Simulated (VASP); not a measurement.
## AgCl: single point with PBEsol+U

The system is AgCl.

```
Ag Cl
1.0
     3.43397    0.00000    0.00000
     0.00000    3.43397    0.00000
     0.00000    0.00000    3.43397
Ag Cl
1 1
Cartesian
  0.0000 0.0000 0.0000
  1.7170 1.7170 1.7170
```

- Program: VASP 6.6.1
- Task: single point
- Functional: PBEsol
- Potentials or basis: VASP PAW PBE potentials, release 64 (Ag, Cl)
- Cutoff: 500 eV
- k mesh: 1 × 4 × 1
- Occupations: gaussian, width 0.1 eV
- Spin: collinear spin, zero start
- Starting moments: [0.0, 0.0] μB
- Hubbard terms: Ag d U = 6.8 eV, J = 0.87 eV

```yaml
Pressure: 3.1 GPa
Band_gap_on_the_k_mesh: 0.75 eV, indirect (least direct gap 1.73 eV)
Net_moment: 0.00 μB per cell
Valence_electrons_inside_the_program's_atomic_spheres: Ag 9.84; Cl 5.16
```

Stress tensor (GPa, compression positive):
```
3.21 0.00 0.00
0.00 2.80 0.00
0.00 0.00 3.21
```

Levels at points of the mesh, in eV from the valence-band top:
Spin up:
| k point | band 5 | band 6 | band 7 | band 8 | band 9 | band 10 | band 11 | band 12 | band 13 | band 14 |
| --- | --- | --- | --- | --- | --- | --- | --- | --- | --- | --- |
| (0.00, 0.00, 0.00) | -4.18 | -4.18 | -1.24 | -0.97 | -0.97 | 0.75 | 9.16 | 9.46 | 13.77 | 13.85 |
| (0.00, 0.50, 0.00) | -4.63 | -4.14 | -3.19 | 0.00 | 0.00 | 5.14 | 5.67 | 9.90 | 10.09 | 10.09 |
Spin down:
| k point | band 5 | band 6 | band 7 | band 8 | band 9 | band 10 | band 11 | band 12 | band 13 | band 14 |
| --- | --- | --- | --- | --- | --- | --- | --- | --- | --- | --- |
| (0.00, 0.00, 0.00) | -4.18 | -4.18 | -1.24 | -0.97 | -0.97 | 0.75 | 9.16 | 9.46 | 13.77 | 13.85 |
| (0.00, 0.50, 0.00) | -4.63 | -4.14 | -3.19 | 0.00 | 0.00 | 5.14 | 5.67 | 9.90 | 10.09 | 10.09 |

Eigenvalues of the final occupation matrices:
```
    site  spin  trace               eigenvalues
site 1 d     1   4.81  0.92 0.95 0.98 0.98 0.98
site 1 d     2   4.81  0.92 0.95 0.98 0.98 0.98
```

It used 5.8 s of CPU time on 1 thread of AMD EPYC 9R45 (Zen 5), on a shared host.

Caveat: the k points lie up to 1.83 Å⁻¹ apart; the PAW data sets were made with another functional, which shifts forces and pressure a little. A k mesh can miss the band edges.
